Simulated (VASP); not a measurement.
Input of a VASP 6.6.1 run:

POSCAR

```
La2O3
1.0
    4.0925056063      0.0000000000      0.0000000000
   -2.0462528032      3.5442138202      0.0000000000
    0.0000000000      0.0000000000      5.8045964637
La O
2 3
Direct
    0.6666666667      0.3333333333      0.7563856558
    0.3333333333      0.6666666667      0.2436143442
    0.6666666667      0.3333333333      0.3466156897
    0.3333333333      0.6666666667      0.6533843103
    0.0000000000      0.0000000000      0.0000000000
```

Contents of INCAR.step1:

```
SYSTEM = La2O3
  ALGO = Normal
  EDIFF = 1E-4
  ENCUT = 520
  GGA = PE
  ISMEAR = 0
  LASPH = .True.
  LCHARG = .False.
  LREAL = .False.
  LWAVE = .True.
  NBANDS = 28
  NELM = 80
  PREC = Accurate
  SIGMA = 0.01
```

File INCAR.step2:

```
SYSTEM = La2O3
  ALGO = Normal
  EDIFF = 1E-6
  ENCUT = 520
  ISIF = 2
  ISMEAR = 0
  ISTART = 1
  LASPH = .True.
  LCHARG = .False.
  LMIXTAU = .True.
  LREAL = .False.
  LWAVE = .False.
  METAGGA = R2SCAN
  NBANDS = 28
  NELM = 80
  PREC = Accurate
  SIGMA = 0.01
```

Contents of KPOINTS:

```
k-points
0
Gamma
  12 12 4
  0 0 0
```

Potentials or basis: VASP PAW PBE potentials, release 64 (La, O).

Run with:

```bash
$ cat potpaw_PBE.64/La/POTCAR potpaw_PBE.64/O/POTCAR > POTCAR
$ cp INCAR.step1 INCAR
$ mpirun -np 1 vasp_std > vasp.out
$ cp INCAR.step2 INCAR
$ mpirun -np 1 vasp_std > vasp.out
```

Question: Estimate the largest force.

Answer: 0.025 eV/Å.

Question: Estimate the band gap on the k mesh.

Answer: 3.82 eV, indirect (least direct gap 4.30 eV).

Forces on the atoms (eV/Å):
```
La   0.000  0.000 -0.025
La   0.000  0.000  0.025
O    0.000  0.000  0.002
O    0.000  0.000 -0.002
O    0.000  0.000  0.000
```

Caveat: the cell differs from its parent crystal (epitaxial xy strain +4.0%); the PAW data sets were made with another functional, which shifts forces and pressure a little; spin-orbit coupling is left out, which moves the levels of the heavy elements. A k mesh can miss the band edges.
